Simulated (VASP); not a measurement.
A run of VASP 6.6.1:

File POSCAR:

```
LiF
1.0
    0.0000000000      1.9947787397      1.9947787397
    1.9947787397      0.0000000000      1.9947787397
    1.9947787397      1.9947787397      0.0000000000
Li F
1 1
Direct
    0.0000000000      0.0000000000      0.0000000000
    0.5000000000      0.5000000000      0.5000000000
```

INCAR.step1

```
PREC = Accurate
ENCUT = 520
ISMEAR = 0
SIGMA = 0.02
LREAL = F
LASPH = T
NELM = 100
NBANDS = 12
GGA = PE
ALGO = Normal
EDIFF = 1E-4
LWAVE = T
LCHARG = F
```

The input INCAR.step2:

```
PREC = Accurate
ENCUT = 520
EDIFF = 1E-6
ISMEAR = 0
SIGMA = 0.02
LREAL = F
LASPH = T
NELM = 100
ALGO = Normal
ISIF = 2
LWAVE = F
LCHARG = F
METAGGA = R2SCAN
LMIXTAU = T
NBANDS = 12
ISTART = 1
```

KPOINTS

```
regular mesh
0
Gamma
  10 10 10
```

Potentials or basis: VASP PAW PBE potentials, release 64 (Li_sv, F).

Run with:

```console
$ cat potpaw_PBE.64/Li_sv/POTCAR potpaw_PBE.64/F/POTCAR > POTCAR
$ cp INCAR.step1 INCAR
$ mpirun -np 1 vasp_std > vasp.out
$ cp INCAR.step2 INCAR
$ mpirun -np 1 vasp_std > vasp.out
```

Hardware: 1 thread of AMD EPYC 7R13, on a shared host.

Problem. How long does it take, and how much memory?

Solution. Wall time 68 s on 1 thread of AMD EPYC 7R13, with other jobs on the host, peak memory 0.11 GiB. Counts: k points 47.
